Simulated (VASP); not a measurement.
**Te: single point with r2SCAN**

Te:

```xyz
1
Lattice="-1.9246 1.9246 1.9246 1.9246 -1.9246 1.9246 1.9246 1.9246 -1.9246" Properties=species:S:1:pos:R:3 pbc="T T T"
Te    0.0000    0.0000    0.0000
```

This isn't the form of Te at room conditions, which is trigonal, of chains.

| Item | Value |
| --- | --- |
| Program | VASP 6.6.1 |
| Task | single point |
| Functional | r2SCAN |
| Potentials or basis | VASP PAW PBE potentials, release 64 (Te) |
| Cutoff | 520 eV |
| k mesh | 11 × 11 × 11 |
| Occupations | fermi-dirac, width 0.1 eV |
| Spin | no spin polarisation |
| Dipole correction | no |
| Further INCAR settings | ALGO = Normal; EDIFF = 1e-07; NBANDS = 9 |

* Pressure: 0.0 GPa
* Band gap on the k mesh: zero (bands 3 and 4 overlap by 6.19 eV)

Levels at points of the mesh, in eV from the Fermi level:
```csv
k point,band 1,band 2,band 3,band 4,band 5,band 6,band 7,band 8
"(0.00, 0.00, 0.00)",-14.52,3.03,3.03,3.03,10.18,10.18,10.18,10.96
```

Run time: 27 s on 1 thread of Intel(R) Xeon(R) 6975P-C (Granite Rapids), with other jobs on the host, peak memory 0.16 GiB.

Caveat: the PAW data sets were made with another functional, which shifts forces and pressure a little; spin-orbit coupling is left out, which moves the levels of the heavy elements.
